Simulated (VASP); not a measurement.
# AlNi (Pm) in VASP: notebook

Runs on AlNi. Level: PBEsol. Tasks: single point.

All numbers are computed with VASP 6.6.1; they aren't measurements. Logs are shortened: lines on timing, memory, paths and dates and some standing lists are left out, and cuts for length are marked.

**1. The cell of the first run**

Symmetry: Pm, No. 6, monoclinic system. The conventional cell has a = 2.862 Å, b = 2.862 Å, c = 2.862 Å, α = 90.00°, β = 90.00°, γ = 90.00°. Al (site symmetry m) has 8 Ni at 2.34 to 2.62 Å and 6 Al at 2.86 Å within 3.1 Å. Within 3.1 Å of Ni (site symmetry m) lie 8 Al at 2.34 to 2.62 Å and 6 Ni at 2.86 Å.

**2. Single point, PBEsol (atoms displaced along several vibrational modes)**

File INCAR:

```
SYSTEM = AlNi
ALGO     = Fast           ! electronic algorithm
EDIFF    = 1E-6           ! SCF threshold, eV
ENCUT    = 520            ! plane-wave cutoff, eV
GGA      = PS             ! functional
ISIF     = 2              ! what is computed and relaxed
ISMEAR   = 0              ! smearing method
LASPH    = .TRUE.         ! aspherical terms in the spheres
LCHARG   = .TRUE.         ! write CHGCAR
LELF     = .TRUE.         ! ELF
LREAL    = .FALSE.        ! projectors in reciprocal space
LVHAR    = .TRUE.       
LWAVE    = .FALSE.        ! write WAVECAR
NBANDS   = 14             ! bands
NELM     = 60             ! most SCF steps
PREC     = Accurate       ! precision mode
SIGMA    = 0.15           ! smearing width, eV
```

File KPOINTS:

```
k-points
0
G
  16 16 16
  0 0 0
```

File POSCAR:

```
AlNi
1.0
    2.8618233745      0.0000000000      0.0000000000
    0.0000000000      2.8618233745      0.0000000000
    0.0000000000      0.0000000000      2.8618233745
Al Ni
1 1
Direct
   -0.0331956196     -0.0265564957      0.0000000000
    0.5152601295      0.5122081036      0.5000000000
```

Potentials or basis: VASP PAW PBE potentials, release 64 (Al, Ni).

On the command line:

```
$ cat potpaw_PBE.64/Al/POTCAR potpaw_PBE.64/Ni/POTCAR > POTCAR
$ mpirun -np 1 vasp_std > vasp.out
```

OUTCAR:

```text
SYSTEM = AlNi
   EDIFF = 1E-6
   ENCUT = 520
   GGA = PS
   ISIF = 2
   ISMEAR = 0
   LASPH = .TRUE.
   LREAL = .FALSE.
   NELM = 60
   PREC = Accurate

 ion  position               nearest neighbor table
   1  0.967  0.973  0.000-   2 2.34   2 2.34   2 2.47   2 2.47   2 2.50   2 2.50   2 2.62   2 2.62

   2  0.515  0.512  0.500-   1 2.34   1 2.34   1 2.47   1 2.47   1 2.50   1 2.50   1 2.62   1 2.62

  LATTYP: Found a simple cubic cell.
 ALAT       =     2.8618233745

  Lattice vectors:

 A1 = (   2.8618233745,   0.0000000000,   0.0000000000)
 A2 = (   0.0000000000,   2.8618233745,   0.0000000000)
 A3 = (   0.0000000000,   0.0000000000,   2.8618233745)

Analysis of symmetry for initial positions (statically):
=====================================================================
 Subroutine PRICEL returns:
 Original cell was already a primitive cell.

 Routine SETGRP: Setting up the symmetry group for a
 simple cubic supercell.

 Subroutine GETGRP returns: Found  2 space group operations
 (whereof  2 operations were pure point group operations)
 out of a pool of 48 trial point group operations.

The static configuration has the point symmetry C_1h.

Analysis of symmetry for dynamics (positions and initial velocities):
=====================================================================
 Subroutine PRICEL returns:
 Original cell was already a primitive cell.

 Routine SETGRP: Setting up the symmetry group for a
 simple cubic supercell.

 Subroutine GETGRP returns: Found  2 space group operations
 (whereof  2 operations were pure point group operations)
 out of a pool of 48 trial point group operations.

The dynamic configuration has the point symmetry C_1h.

 Subroutine INISYM returns: Found  2 space group operations
 (whereof  2 operations are pure point group operations),
 and found     1 'primitive' translations

----------------------------------------------------------------------------------------

                                     Primitive cell

  volume of cell :      23.4384

  direct lattice vectors                    reciprocal lattice vectors
     2.861823375  0.000000000  0.000000000     0.349427574  0.000000000  0.000000000
     0.000000000  2.861823375  0.000000000     0.000000000  0.349427574  0.000000000
     0.000000000  0.000000000  2.861823375     0.000000000  0.000000000  0.349427574

  length of vectors
     2.861823375  2.861823375  2.861823375     0.349427574  0.349427574  0.349427574

  position of ions in fractional coordinates (direct lattice)
     0.966804380  0.973443504  0.000000000
     0.515260129  0.512208104  0.500000000

  ion indices of the primitive-cell ions
   primitive index   ion index
                 1           1
                 2           2

----------------------------------------------------------------------------------------

 KPOINTS: k-points

Automatic generation of k-mesh.
 Grid dimensions read from file:
 generate k-points for:   16   16   16

 Generating k-lattice:

  Cartesian coordinates                     Fractional coordinates (reciprocal lattice)
     0.021839223  0.000000000  0.000000000     0.062500000  0.000000000  0.000000000
     0.000000000  0.021839223  0.000000000     0.000000000  0.062500000  0.000000000
     0.000000000  0.000000000  0.021839223     0.000000000  0.000000000  0.062500000

  Length of vectors
     0.021839223  0.021839223  0.021839223

  Shift w.r.t. Gamma in fractional coordinates (k-lattice)
     0.000000000  0.000000000  0.000000000

 Subroutine IBZKPT returns following result:
 ===========================================

 Found   1170 irreducible k-points:

 Following reciprocal coordinates:
            Coordinates               Weight
  0.000000  0.000000  0.000000      1.000000
  0.062500  0.000000  0.000000      2.000000
  0.000000  0.062500  0.000000      2.000000
  0.000000  0.000000  0.062500      2.000000
  0.125000  0.000000  0.000000      2.000000
  0.000000  0.125000  0.000000      2.000000
[... 16 lines left out ...]
  0.500000  0.000000  0.000000      1.000000
  0.000000  0.500000  0.000000      1.000000
 [... further k-points ...]
   k-points           NKPTS =   1170   k-points in BZ     NKDIM =   1170   number of bands    NBANDS=     14
   number of dos      NEDOS =    301   number of ions     NIONS =      2
   total plane-waves  NPLWV =  13824
   dimension x,y,z NGX =    24 NGY =   24 NGZ =   24
   dimension x,y,z NGXF=    48 NGYF=   48 NGZF=   48
   ions per type =               1   1
   NGX,Y,Z   is equivalent  to a cutoff of  13.94, 13.94, 13.94 a.u.
   NGXF,Y,Z  is equivalent  to a cutoff of  27.88, 27.88, 27.88 a.u.
 SYSTEM =  AlNi
   PREC   = accura    normal or accurate (medium, high low for compatibility)
   ISTART =      0    job   : 0-new  1-cont  2-samecut
   ICHARG =      2    charge: 1-file 2-atom 10-const
   ISPIN  =      1    spin polarized calculation?
   LNONCOLLINEAR =      F non collinear calculations
   LSORBIT =      F    spin-orbit coupling
   LASPH  =      T    aspherical Exc in radial PAW
   ENCUT  =  520.0 eV  38.22 Ry    6.18 a.u.   5.32  5.32  5.32*2*pi/ulx,y,z
   NELM   =     60;   NELMIN=  2; NELMDL= -5     # of ELM steps
   EDIFF  = 0.1E-05   stopping-criterion for ELM
   LREAL  =      F    real-space projection
[... 7 lines left out ...]
   TEBEG  =    0.0;   TEEND  =   0.0 temperature during run
   PSTRESS=    0.0 pullay stress
   NELECT =      13.0000    total number of electrons
   NUPDOWN=      -1.0000    fix difference up-down
   EMIN   =  10.00;   EMAX   =-10.00  energy-range for DOS
   EFERMI =   0.00;   METHOD = LEGACY
   ISMEAR =     0;   SIGMA  =   0.15  broadening in eV -4-tet -1-fermi 0-gaus
   EFERMI_NEDOS =   21; number of points for ismear=-14 and -15
   IALGO  =     68    algorithm
   IMIX   =      4    mixing-type and parameters
     AMIX     =   0.40;   BMIX     =  1.00
     AMIX_MAG =   1.60;   BMIX_MAG =  1.00
  volume/ion in A,a.u.               =      11.72        79.09
  Fermi-wavevector in a.u.,A,eV,Ry     =   1.345075  2.541823 24.616019  1.809226
  Thomas-Fermi vector in A             =   2.473017
   LORBIT       =      0    0 simple, 1 ext, 2 COOP (PROOUT), +10 PAW based schemes
   GGA     = PS    functional components
   LHFCALC =     F    Hartree Fock is set to
   AEXX    =    0.0000 exact exchange contribution
   IVDW    =     0    specifies the selected vdW correction
   LEPSILON=     F    determine dielectric tensor
   LRPA    =     F    only Hartree local field effects (RPA)
 non-spin polarized calculation
 RMM-DIIS sequential band-by-band and
 Gauss-broadening in eV      SIGMA  =   0.15
  energy-cutoff  :      520.00
  volume of cell :       23.44
 maximum number of plane-waves:       655
 NGX is ok and might be reduce to    24
   NGX = 11   NGY = 11   NGZ = 11

 number of electron      12.9999999 magnetization

 Free energy of the ion-electron system (eV)
  ---------------------------------------------------
  ext. energy  EPLUGINS =         0.00000000
  ---------------------------------------------------
  free energy    TOTEN  =       -11.49009137 eV

  energy without entropy =      -11.48166899  energy(sigma->0) =      -11.48588018

 E-fermi :  10.1538     XC(G=0): -12.2554

 val. band max:       10.1491892351   @ k =   0.3125   0.4375   0.5000
 cond. band min:      10.1544151021   @ k =   0.4375   0.3125   0.5000
 fundamental gap:      0.0052258670
 Fermi energy:        10.1538466694

 k-point     1 :       0.0000    0.0000    0.0000
  band No.  band energies     occupation
      1      -1.1117      2.00000
      2       6.7829      2.00000
      3       6.8018      2.00000
      4       8.5200      2.00000
      5       8.5601      2.00000
      6       8.5670      2.00000
      7      15.7182      0.00000
      8      15.7535      0.00000
      9      15.8014      0.00000
     10      18.4156      0.00000
     11      18.4272      0.00000
     12      24.0309      0.00000
     13      31.0197      0.00000
     14      31.0475      0.00000

 k-point     2 :       0.0625    0.0000    0.0000
  band No.  band energies     occupation
      1      -1.0388      2.00000
      2       6.7916      2.00000
      3       6.8059      2.00000
      4       8.5014      2.00000
      5       8.5282      2.00000
      6       8.5567      2.00000
      7      14.9480      0.00000
      8      15.8496      0.00000
      9      15.8734      0.00000
     10      18.4208      0.00000
     11      19.1483      0.00000
     12      24.2754      0.00000
     13      30.2802      0.00000
     14      30.3114      0.00000

 k-point     3 :       0.0000    0.0625    0.0000
  band No.  band energies     occupation
      1      -1.0387      2.00000
      2       6.7856      2.00000
      3       6.8121      2.00000
      4       8.4967      2.00000
      5       8.5283      2.00000
      6       8.5612      2.00000
      7      14.9393      0.00000
      8      15.8499      0.00000
      9      15.8859      0.00000
     10      18.4247      0.00000
     11      19.1380      0.00000
     12      24.2779      0.00000
     13      30.2843      0.00000
     14      30.3437      0.00000
[... 324 lines left out ...]
 k-point    23 :       0.5000    0.0000    0.0000
  band No.  band energies     occupation
      1       3.0554      2.00000
      2       3.3866      2.00000
      3       7.2667      2.00000
      4       7.8248      2.00000
      5       7.8462      2.00000
      6       8.6291      2.00000
      7       9.4925      2.00000
      8      18.5480      0.00000
      9      20.1788      0.00000
     10      20.2244      0.00000
     11      21.2575      0.00000
     12      21.3471      0.00000
     13      24.5705      0.00000
     14      25.8346      0.00000

 k-point    24 :       0.0000    0.5000    0.0000
  band No.  band energies     occupation
      1       3.0868      2.00000
      2       3.3567      2.00000
      3       7.2727      2.00000
      4       7.8142      2.00000
      5       7.8469      2.00000
      6       8.6352      2.00000
      7       9.4846      2.00000
      8      18.5418      0.00000
      9      20.2104      0.00000
     10      20.2847      0.00000
     11      21.1846      0.00000
     12      21.3262      0.00000
     13      24.6736      0.00000
     14      25.7244      0.00000

 [... further k-points ...]

------------------------ aborting loop because EDIFF is reached ----------------------------------------

  FORCE on cell =-STRESS in cart. coord.  units (eV):
  Direction    XX          YY          ZZ          XY          YZ          ZX
  --------------------------------------------------------------------------------------
  -------------------------------------------------------------------------------------
  Total        0.2981434      0.3535277      0.4644625      0.3431948      0.0000000      0.0000000
  in kB       20.3801469     24.1660445     31.7491984     23.4597172      0.0000000      0.0000000
  external PRESSURE =      25.4317966 kB  Pullay stress =       0.0000000 kB

 VOLUME and BASIS-vectors are now :
 -----------------------------------------------------------------------------
  energy-cutoff  :      520.00
  volume of cell :       23.44
      direct lattice vectors                 reciprocal lattice vectors
     2.861823375  0.000000000  0.000000000     0.349427574  0.000000000  0.000000000
     0.000000000  2.861823375  0.000000000     0.000000000  0.349427574  0.000000000
     0.000000000  0.000000000  2.861823375     0.000000000  0.000000000  0.349427574

 POSITION                                       TOTAL-FORCE (eV/Angst)
 -----------------------------------------------------------------------------------
      2.76682      2.78582      0.00000         0.903669      0.739009      0.000000
      1.47458      1.46585      1.43091        -0.903669     -0.739009      0.000000
 -----------------------------------------------------------------------------------
    total drift:                                0.000744      0.000616     -0.000011

  FREE ENERGIE OF THE ION-ELECTRON SYSTEM (eV)
  ---------------------------------------------------
  free  energy   TOTEN  =       -11.4900913726 eV

  energy  without entropy=      -11.4816689906  energy(sigma->0) =      -11.48588018
```

Run time: 3 min. Hardware: 1 thread of Intel Xeon 6975P-C (Granite Rapids), shared host; peak memory 0.48 GiB.

Results:

| Quantity | Value |
| --- | --- |
| Free energy | -11.4901 eV |
| Pressure | 2.5 GPa |
| Largest force | 1.167 eV/Å |
| Band gap on the k mesh | zero (an odd number of electrons rules out a gap without spin polarisation) |

Forces on the atoms (eV/Å):
```
Al   0.904  0.739  0.000
Ni  -0.904 -0.739  0.000
```

Stress tensor (GPa, compression positive):
```
2.04 2.35 0.00
2.35 2.42 0.00
0.00 0.00 3.17
```

Caveat: the cell differs from its parent crystal (atoms displaced along several vibrational modes); the PAW data sets were made with another functional, which shifts forces and pressure a little. Spin polarisation is off, so any magnetic state and its effect on volume and gap are missing.

(Continued in part 2 of 2.)
